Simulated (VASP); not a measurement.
# H11NO4 in VASP: further runs

Runs on H11NO4. Level: PBE+D3(BJ). Tasks: single point.

Everything below comes from runs of VASP 6.6.1. Logs are shortened: lines on timing, memory, paths and dates and some standing lists are left out, and cuts for length are marked.

## 1. The cell of the first run

The cell holds a disordered packing, 16 atoms: a = 5.418 Å, b = 5.418 Å, c = 5.418 Å, α = 90.00°, β = 90.00°, γ = 90.00°.

## 2. Single point, PBE+D3(BJ)

File INCAR:

```
PREC     = Accurate       # precision mode
ENCUT    = 520            # plane-wave cutoff, eV
EDIFF    = 1E-6           # SCF threshold, eV
ISMEAR   = -1             # smearing method
SIGMA    = 0.02           # smearing width, eV
LREAL    = Auto         
LASPH    = True           # aspherical terms in the spheres
NELM     = 80             # most SCF steps
ALGO     = Normal         # electronic algorithm
ISIF     = 2              # what is computed and relaxed
LWAVE    = False          # write WAVECAR
LCHARG   = True           # write CHGCAR
GGA      = PE             # functional
IVDW     = 12             # dispersion correction
LELF     = True           # ELF
LVHAR    = True         
NBANDS   = 34             # bands
```

File KPOINTS:

```
regular mesh
0
Gamma
  1 1 1
```

File POSCAR:

```
H11NO4
1.0
    5.4175020000      0.0000000000      0.0000000000
    0.0000000000      5.4175020000      0.0000000000
    0.0000000000      0.0000000000      5.4175020000
O H N
4 11 1
Direct
    0.9380707197      0.6084169420      0.2980155799
    0.8722101072      1.0273738708      0.9672539115
    0.4735761980      0.4561511929      0.8722101072
    0.7742682882      0.1651683746      0.4793906860
    0.7650389423      0.6445959780      0.3448083637
    0.9933545018      0.4509089244      0.3471157002
    0.7265156524      1.1178214609      0.9978768813
    0.9709087325      1.0224454001      1.1113793774
    0.4638669261      0.5938714928      0.7737514449
    0.3446976116      0.3328655901      0.8466079016
    0.7839775601      0.2506874940      0.6424363111
    0.8534376176      0.0086755852      0.5584492631
    0.2323764717      0.9200181191      0.5910288543
    0.5092199320      1.0400919095      0.5084446669
    0.3804890150      0.8226485196      0.3547945160
    0.4022333540      0.8974062215      0.5126901661
```

Potentials or basis: VASP PAW PBE potentials, release 64 (O, H, N).

Run with:

```console
> cat potpaw_PBE.64/O/POTCAR potpaw_PBE.64/H/POTCAR potpaw_PBE.64/N/POTCAR > POTCAR
> mpirun -np 1 vasp_gam > vasp.out
```

OUTCAR:

```text
PREC = Accurate
   ENCUT = 520
   EDIFF = 1E-6
   ISMEAR = -1
   LREAL = Auto
   LASPH = True
   NELM = 80
   ISIF = 2
   GGA = PE
   IVDW = 12
 IVDW          = 12

 ion  position               nearest neighbor table
   1  0.938  0.608  0.298-   6 0.94   5 0.99
   2  0.872  0.027  0.967-   7 0.94   8 0.95
   3  0.474  0.456  0.872-   9 0.92  10 0.98
   4  0.774  0.165  0.479-  11 1.00  12 1.04
   5  0.765  0.645  0.345-   1 0.99
   6  0.993  0.451  0.347-   1 0.94
   7  0.727  0.118  0.998-   2 0.94
   8  0.971  0.022  0.111-   2 0.95
   9  0.464  0.594  0.774-   3 0.92
  10  0.345  0.333  0.847-   3 0.98
  11  0.784  0.251  0.642-   4 1.00
  12  0.853  0.009  0.558-   4 1.04
  13  0.232  0.920  0.591-  16 1.02
  14  0.509  0.040  0.508-  16 0.97
  15  0.380  0.823  0.355-  16 0.95
  16  0.402  0.897  0.513-  15 0.95  14 0.97  13 1.02

  LATTYP: Found a simple cubic cell.
 ALAT       =     5.4175020000

  Lattice vectors:

 A1 = (   5.4175020000,   0.0000000000,   0.0000000000)
 A2 = (   0.0000000000,   5.4175020000,   0.0000000000)
 A3 = (   0.0000000000,   0.0000000000,   5.4175020000)

Analysis of symmetry for initial positions (statically):
=====================================================================
 Subroutine PRICEL returns:
 Original cell was already a primitive cell.

 Routine SETGRP: Setting up the symmetry group for a
 simple cubic supercell.

 Subroutine GETGRP returns: Found  1 space group operations
 (whereof  1 operations were pure point group operations)
 out of a pool of 48 trial point group operations.

The static configuration has the point symmetry C_1 .

Analysis of symmetry for dynamics (positions and initial velocities):
=====================================================================
 Subroutine PRICEL returns:
 Original cell was already a primitive cell.

 Routine SETGRP: Setting up the symmetry group for a
 simple cubic supercell.

 Subroutine GETGRP returns: Found  1 space group operations
 (whereof  1 operations were pure point group operations)
 out of a pool of 48 trial point group operations.

The dynamic configuration has the point symmetry C_1 .

 Subroutine INISYM returns: Found  1 space group operations
 (whereof  1 operations are pure point group operations),
 and found     1 'primitive' translations

----------------------------------------------------------------------------------------

                                     Primitive cell

  volume of cell :     159.0000

  direct lattice vectors                    reciprocal lattice vectors
     5.417502000  0.000000000  0.000000000     0.184586918  0.000000000  0.000000000
     0.000000000  5.417502000  0.000000000     0.000000000  0.184586918  0.000000000
     0.000000000  0.000000000  5.417502000     0.000000000  0.000000000  0.184586918

  length of vectors
     5.417502000  5.417502000  5.417502000     0.184586918  0.184586918  0.184586918

  position of ions in fractional coordinates (direct lattice)
     0.938070720  0.608416942  0.298015580
     0.872210107  0.027373871  0.967253912
     0.473576198  0.456151193  0.872210107
     0.774268288  0.165168375  0.479390686
     0.765038942  0.644595978  0.344808364
     0.993354502  0.450908924  0.347115700
[... 8 lines left out ...]
     0.380489015  0.822648520  0.354794516
     0.402233354  0.897406221  0.512690166

  ion indices of the primitive-cell ions
   primitive index   ion index
                 1           1
                 2           2
                 3           3
                 4           4
                 5           5
                 6           6
[... 8 lines left out ...]
                15          15
                16          16

----------------------------------------------------------------------------------------

 KPOINTS: regular mesh

Automatic generation of k-mesh.
 Grid dimensions read from file:
 generate k-points for:    1    1    1

 Generating k-lattice:

  Cartesian coordinates                     Fractional coordinates (reciprocal lattice)
     0.184586918  0.000000000  0.000000000     1.000000000  0.000000000  0.000000000
     0.000000000  0.184586918  0.000000000     0.000000000  1.000000000  0.000000000
     0.000000000  0.000000000  0.184586918     0.000000000  0.000000000  1.000000000

  Length of vectors
     0.184586918  0.184586918  0.184586918

  Shift w.r.t. Gamma in fractional coordinates (k-lattice)
     0.000000000  0.000000000  0.000000000

 Subroutine IBZKPT returns following result:
 ===========================================

 Found      1 irreducible k-points:

 Following reciprocal coordinates:
            Coordinates               Weight
  0.000000  0.000000  0.000000      1.000000
   k-points           NKPTS =      1   k-points in BZ     NKDIM =      1   number of bands    NBANDS=     34
   number of dos      NEDOS =    301   number of ions     NIONS =     16
   total plane-waves  NPLWV =  64000
   dimension x,y,z NGX =    40 NGY =   40 NGZ =   40
   dimension x,y,z NGXF=    80 NGYF=   80 NGZF=   80
   ions per type =               4  11   1
   NGX,Y,Z   is equivalent  to a cutoff of  12.27, 12.27, 12.27 a.u.
   NGXF,Y,Z  is equivalent  to a cutoff of  24.55, 24.55, 24.55 a.u.
 SYSTEM =  unknown system
   PREC   = accura    normal or accurate (medium, high low for compatibility)
   ISTART =      0    job   : 0-new  1-cont  2-samecut
   ICHARG =      2    charge: 1-file 2-atom 10-const
   ISPIN  =      1    spin polarized calculation?
   LNONCOLLINEAR =      F non collinear calculations
   LSORBIT =      F    spin-orbit coupling
   LASPH  =      T    aspherical Exc in radial PAW
   ENCUT  =  520.0 eV  38.22 Ry    6.18 a.u.  10.07 10.07 10.07*2*pi/ulx,y,z
   NELM   =     80;   NELMIN=  2; NELMDL= -5     # of ELM steps
   EDIFF  = 0.1E-05   stopping-criterion for ELM
   LREAL  =      T    real-space projection
   EDIFFG = 0.1E-04   stopping-criterion for IOM
   NSW    =      0    number of steps for IOM
   IBRION =     -1    ionic relax: 0-MD 1-quasi-New 2-CG
   NFREE  =      0    steps in history (QN), initial steepest desc. (CG)
   ISIF   =      2    stress and relaxation
   ISYM   =      2    0-nonsym 1-usesym 2-fastsym
   POTIM  = 0.5000    time-step for ionic-motion
   TEBEG  =    0.0;   TEEND  =   0.0 temperature during run
   PSTRESS=    0.0 pullay stress
   NELECT =      40.0000    total number of electrons
   NUPDOWN=      -1.0000    fix difference up-down
   EMIN   =  10.00;   EMAX   =-10.00  energy-range for DOS
   EFERMI =   0.00;   METHOD = LEGACY
   ISMEAR =    -1;   SIGMA  =   0.02  broadening in eV -4-tet -1-fermi 0-gaus
   EFERMI_NEDOS =   21; number of points for ismear=-14 and -15
   IALGO  =     38    algorithm
   IMIX   =      4    mixing-type and parameters
     AMIX     =   0.40;   BMIX     =  1.00
     AMIX_MAG =   1.60;   BMIX_MAG =  1.00
  volume/ion in A,a.u.               =       9.94        67.06
  Fermi-wavevector in a.u.,A,eV,Ry     =   1.033465  1.952966 14.531699  1.068050
  Thomas-Fermi vector in A             =   2.167713
   LORBIT       =      0    0 simple, 1 ext, 2 COOP (PROOUT), +10 PAW based schemes
   GGA     = PE    functional components
   LHFCALC =     F    Hartree Fock is set to
   AEXX    =    0.0000 exact exchange contribution
   IVDW    =    12    specifies the selected vdW correction
   LEPSILON=     F    determine dielectric tensor
   LRPA    =     F    only Hartree local field effects (RPA)
 non-spin polarized calculation
  energy-cutoff  :      520.00
  volume of cell :      159.00
 maximum number of plane-waves:      2169
   NGX = 21   NGY = 21   NGZ = 21

 number of electron      39.9999997 magnetization

 Free energy of the ion-electron system (eV)
  ---------------------------------------------------
  ext. energy  EPLUGINS =         0.00000000
  ---------------------------------------------------
  free energy    TOTEN  =       -76.03472574 eV

  energy without entropy =      -76.03472574  energy(sigma->0) =      -76.03472574

 E-fermi :  -2.4295     XC(G=0):  -6.7660

 val. band max:       -2.9484025685   @ k =   0.0000   0.0000   0.0000
 cond. band min:       0.7329571393   @ k =   0.0000   0.0000   0.0000
 fundamental gap:      3.6813597078
 Fermi energy:        -2.4295021428

 k-point     1 :       0.0000    0.0000    0.0000
  band No.  band energies     occupation
      1     -22.6942      2.00000
      2     -22.1680      2.00000
      3     -22.1130      2.00000
      4     -21.6277      2.00000
      5     -18.1404      2.00000
      6     -10.6605      2.00000
[... 24 lines left out ...]
     31       8.5358      0.00000
     32       8.7847      0.00000
 [bands above 32 left out]

------------------------ aborting loop because EDIFF is reached ----------------------------------------

 Edisp (eV)   -0.55094

 E8    (eV) :    -0.1127

  FORCE on cell =-STRESS in cart. coord.  units (eV):
  Direction    XX          YY          ZZ          XY          YZ          ZX
  --------------------------------------------------------------------------------------
  -------------------------------------------------------------------------------------
  Total       3.06215     5.82422     4.71718     3.08296    -0.72311     0.61139
  in kB      30.85604    58.68821    47.53308    31.06567    -7.28649     6.16069
  external pressure =       45.69 kB  Pullay stress =        0.00 kB

 VOLUME and BASIS-vectors are now :
 -----------------------------------------------------------------------------
  energy-cutoff  :      520.00
  volume of cell :      159.00
      direct lattice vectors                 reciprocal lattice vectors
     5.417502000  0.000000000  0.000000000     0.184586918  0.000000000  0.000000000
     0.000000000  5.417502000  0.000000000     0.000000000  0.184586918  0.000000000
     0.000000000  0.000000000  5.417502000     0.000000000  0.000000000  0.184586918

 POSITION                                       TOTAL-FORCE (eV/Angst)
 -----------------------------------------------------------------------------------
      5.08200      3.29610      1.61450        -0.405342      2.706554     -0.594279
      4.72520      0.14830      5.24010         0.992414     -0.971798     -1.915534
      2.56560      2.47120      4.72520         0.761170     -3.686363      2.668106
      4.19460      0.89480      2.59710         2.442254     -0.653772      2.491212
      4.14460      3.49210      1.86800         0.865142     -0.931247     -0.112557
      5.38150      2.44280      1.88050        -0.413076     -1.422003      0.633089
[... 8 lines left out ...]
      2.06130      4.45670      1.92210        -0.570629     -1.305227     -2.983839
      2.17910      4.86170      2.77750        -2.195366     -2.090417      3.439566
 -----------------------------------------------------------------------------------
    total drift:                               -0.002996      0.004614     -0.002424

  FREE ENERGIE OF THE ION-ELECTRON SYSTEM (eV)
  ---------------------------------------------------
  free  energy   TOTEN  =       -76.5856705269 eV

  energy  without entropy=      -76.5856705269  energy(sigma->0) =      -76.58567053
```

Wall time 28 s (1 thread of Intel Xeon 8259CL, shared host); peak memory 0.24 GiB.

What came out:

```yaml
Free_energy: -76.5857 eV
Pressure: 4.6 GPa
Largest_force: 4.614 eV/Å
Dispersion_energy_per_atom: -0.034 eV
```

Forces in eV/Å, atoms in the order of the input:
```
O   -0.405  2.707 -0.594
O    0.992 -0.972 -1.916
O    0.761 -3.686  2.668
O    2.442 -0.654  2.491
H    0.865 -0.931 -0.113
H   -0.413 -1.422  0.633
H   -1.064  1.005  0.712
H    0.280 -0.122  1.036
H   -0.734  2.758 -2.466
H   -0.013  0.907 -0.344
H   -0.437  0.518 -0.916
H   -0.903  1.212 -1.351
H    0.337  0.003 -0.141
H    1.059  2.074 -0.155
H   -0.571 -1.305 -2.984
N   -2.195 -2.090  3.440
```

Caveat: the k points lie up to 1.16 Å⁻¹ apart; the atoms stand as in a frame of molecular dynamics.

## 3. Single point, PBE+D3(BJ)

File INCAR:

```
PREC = Accurate
ENCUT = 520
EDIFF = 1E-7
ISMEAR = -1
SIGMA = 0.02
LREAL = Auto
LASPH = T
NELM = 80
ALGO = Normal
ISIF = 2
LWAVE = F
LCHARG = T
GGA = PE
IVDW = 12
LELF = T
LVHAR = T
NBANDS = 34
```

File KPOINTS:

```
Automatic mesh
0
Gamma
  1 1 1
```

File POSCAR:

```
H11NO4
1.0
    5.4175020000      0.0000000000      0.0000000000
    0.0000000000      5.4175020000      0.0000000000
    0.0000000000      0.0000000000      5.4175020000
O H N
4 11 1
Direct
    0.8877707844      0.6208950177      0.2721918700
    1.0484536969      1.1338436054      1.0923115488
    0.5702997433      0.5050667263      0.8317486546
    0.9535021861      0.2064235509      0.5835900014
    0.7183015345      0.6567787146      0.3249837287
    0.8940282809      0.4769725973      0.1691369934
    0.9716286215      1.0122931196      1.2107055983
    0.9289152085      1.1028699205      0.9338990553
    0.5061742478      0.5217903011      0.6615225984
    0.6912595510      0.6312872612      0.8144897778
    1.0767693302      0.3209043578      0.5943883362
    0.8112410480      0.3067096237      0.4928286136
    0.3536685358      0.9195012757      0.7782184483
    0.5263126806      1.0869031520      0.5838299644
    0.2748499216      1.0001473004      0.4718595397
    0.4166865098      0.9387906087      0.6002766589
```

Potentials or basis: VASP PAW PBE potentials, release 64 (O, H, N).

Run with:

```console
> cat potpaw_PBE.64/O/POTCAR potpaw_PBE.64/H/POTCAR potpaw_PBE.64/N/POTCAR > POTCAR
> mpirun -np 1 vasp_gam > vasp.out
```

It took 26 s on 1 thread of Intel Xeon 8259CL, shared host; peak memory 0.25 GiB.

It converged, with:

- Free energy: -76.3908 eV
- Pressure: -0.2 GPa
- Largest force: 5.566 eV/Å
- Dispersion energy per atom: -0.035 eV

Forces on the atoms (eV/Å):
```
O   -0.337  1.198  1.133
O   -2.881 -1.781 -2.253
O   -0.685 -0.881 -0.697
O   -5.346 -0.843 -1.298
H    0.110 -0.026 -0.409
H   -0.055 -0.934 -0.621
H    0.846  0.787 -0.796
H    2.444  0.798  2.423
H   -0.456  0.023  0.626
H    0.990  0.926  0.425
H    2.503  2.509  0.205
H    2.706 -1.431  1.579
H   -0.223  0.524 -0.539
H    0.880  0.376  0.740
H    1.014 -1.327  1.922
N   -1.509  0.082 -2.440
```

Stress tensor (GPa, compression positive):
```
-0.05  3.45 -3.01
 3.45  2.31  1.96
-3.01  1.96 -2.97
```

Levels at points of the mesh, in eV from the Fermi level:
| k point | band 17 | band 18 | band 19 | band 20 | band 21 | band 22 | band 23 | band 24 |
| --- | --- | --- | --- | --- | --- | --- | --- | --- |
| (0.00, 0.00, 0.00) | -2.02 | -1.54 | -1.27 | -0.50 | 2.83 | 6.06 | 6.89 | 7.46 |

Caveat: the k points lie up to 1.16 Å⁻¹ apart; the atoms stand as in a frame of molecular dynamics.

## 4. Single point, PBE+D3(BJ)

File INCAR:

```
PREC = Accurate
ENCUT = 520
EDIFF = 1E-6
ISMEAR = -1
SIGMA = 0.02
LREAL = Auto
LASPH = True
NELM = 100
ALGO = Normal
ISIF = 2
LWAVE = False
LCHARG = False
GGA = PE
IVDW = 12
NBANDS = 34
```

KPOINTS is that of step 3.

File POSCAR:

```
H11NO4
1.0
    5.4175020000      0.0000000000      0.0000000000
    0.0000000000      5.4175020000      0.0000000000
    0.0000000000      0.0000000000      5.4175020000
O H N
4 11 1
Direct
    0.8223162631      0.6974985888      0.2998060730
    1.1848818884      1.0173138838      1.1584305830
    0.6402951028      0.5056204871      0.8505765203
    0.9895889286      0.2812366290      0.6096536743
    0.6864418324      0.7160495741      0.4286292834
    0.7828515799      0.6290353008      0.1217719901
    1.1416700908      0.9519147386      1.0024915542
    1.1409686605      0.8833406984      1.2693304036
    0.4900413512      0.5120071945      0.9365571069
    0.6284815400      0.6875308952      0.8025654628
    1.0023254260      0.4251959667      0.4762342497
    0.8572031907      0.1705029366      0.5187999931
    0.4659896757      1.1091827931      0.8162064361
    0.5789568698      1.1421130994      0.5294137409
    0.3658143550      0.9525238754      0.5726809146
    0.5225286488      0.9857679794      0.6562618712
```

Run with:

```console
> cat potpaw_PBE.64/O/POTCAR potpaw_PBE.64/H/POTCAR potpaw_PBE.64/N/POTCAR > POTCAR
> mpirun -np 1 vasp_gam > vasp.out
```

Run time: 25 s. Hardware: 1 thread of Intel Xeon 8259CL, shared host; peak memory 0.24 GiB.

The run converged. Its results:

* Free energy: -76.2296 eV
* Pressure: -2.8 GPa
* Largest force: 4.837 eV/Å
* Dispersion energy per atom: -0.034 eV

Forces in eV/Å, atoms in the order of the input:
```
O   -0.256 -0.478 -0.373
O    1.054  0.550  0.871
O    0.898  1.970 -0.243
O   -1.122  0.276 -3.488
H    0.984 -0.265 -1.839
H   -0.454  0.406  2.343
H   -0.510 -0.270 -1.343
H   -0.574 -0.001  0.104
H   -2.049 -0.716  1.338
H    0.546 -0.609 -0.584
H   -0.352 -1.982  1.849
H    2.447  1.535  1.447
H    0.876 -2.179 -2.214
H   -0.718 -2.235  1.816
H   -2.126 -0.548 -0.637
N    1.356  4.545  0.952
```

Stress tensor (GPa, compression positive):
```
 3.58  0.69 -0.03
 0.69 -6.28  0.07
-0.03  0.07 -5.60
```

Levels at points of the mesh, in eV from the Fermi level:
| k point | band 18 | band 19 | band 20 | band 21 | band 22 | band 23 |
| --- | --- | --- | --- | --- | --- | --- |
| (0.00, 0.00, 0.00) | -1.82 | -1.47 | -0.58 | 2.74 | 6.31 | 6.73 |

Caveat: the k points lie up to 1.16 Å⁻¹ apart; the atoms stand as in a frame of molecular dynamics.

## 5. The runs side by side

```csv
cell,pressure (GPa),largest force (eV/Å)
"as given, atomic positions A",4.6,4.61
"as given, atomic positions B",-0.2,5.57
"as given, atomic positions C",-2.8,4.84
```

Alike in all rows: task single point; level PBE+D3(BJ); potentials or basis VASP PAW PBE potentials, release 64 (O, H, N); no spin polarisation; k mesh 1 × 1 × 1; cutoff (eV) 520; smearing fermi-dirac 0.02 eV.

Caveats: all runs use coarse meshes; the atoms stand as in a frame of molecular dynamics.

Absolute energies hang on the potentials; compare differences alone.
